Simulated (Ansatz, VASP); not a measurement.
CaS: VASP beside Ansatz

Contents of POSCAR:

```
CaS
1.0
    0.0000000000      2.8478856805      2.8478856805
    2.8478856805      0.0000000000      2.8478856805
    2.8478856805      2.8478856805      0.0000000000
Ca S
1 1
Direct
    0.0000000000      0.0000000000      0.0000000000
    0.5000000000      0.5000000000      0.5000000000
```

INCAR.step1

```
ALGO = Normal
EDIFF = 1E-5
ENCUT = 550
GGA = PE
GGA_COMPAT = False
ISMEAR = 0
LASPH = True
LCHARG = False
LREAL = False
LWAVE = True
NBANDS = 15
NELM = 120
PREC = Accurate
SIGMA = 0.02
```

File INCAR.step2:

```
ALGO = Normal
EDIFF = 1E-6
ENCUT = 550
GGA_COMPAT = False
ISIF = 2
ISMEAR = 0
ISTART = 1
LASPH = True
LCHARG = False
LMIXTAU = True
LREAL = False
LWAVE = False
METAGGA = R2SCAN
NBANDS = 15
NELM = 120
PREC = Accurate
SIGMA = 0.02
```

KPOINTS

```
k-points
0
Gamma
  8 8 8
```

Input for Ansatz:

```yaml
crystal:
  lattice:
    - [0.0, 2.8478856805, 2.8478856805]
    - [2.8478856805, 0.0, 2.8478856805]
    - [2.8478856805, 2.8478856805, 0.0]
  atoms:
    - { symbol: Ca, position: [0.0, 0.0, 0.0] }
    - { symbol: S, position: [0.5, 0.5, 0.5] }
basis:
  ecutwfc: 500
kpoints:
  mp_grid: { grid: [8, 8, 8] }
  band_path: { path: [VBM, CBM], npoints: 2 }
hamiltonian:
  xc: r2scan
scf:
  occupations: { method: gaussian, width: 0.02 }
output:
  forces: false
  stress: false
  eigenvalues: true
checkpoint:
  read: start.run
  write: ck
  compress: false
  write_wavefunctions: false
  write_every: 100000
```

Alike in both runs: task single point; functional r2SCAN; k mesh 8 × 8 × 8; occupations gaussian, width 0.02 eV; no spin polarisation.

```csv
,VASP,Ansatz
version,VASP 6.6.1,Ansatz 0.2.0
potentials or method,"VASP PAW PBE potentials, release 64 (Ca_sv, S), cutoff 550 eV","scalar-relativistic, plane waves, PAW"
valence electrons in the cell,16,16
```

```tsv
	VASP	Ansatz	Ansatz less VASP
gap on the k mesh at the Fermi level (eV)	2.80	2.80	-0.003
least direct gap on the mesh (eV)	3.63	3.63	0.000
```

VASP's potentials were made for PBE, not for r2SCAN. With one functional, cell and mesh, what is left measures potentials, basis and numerics.
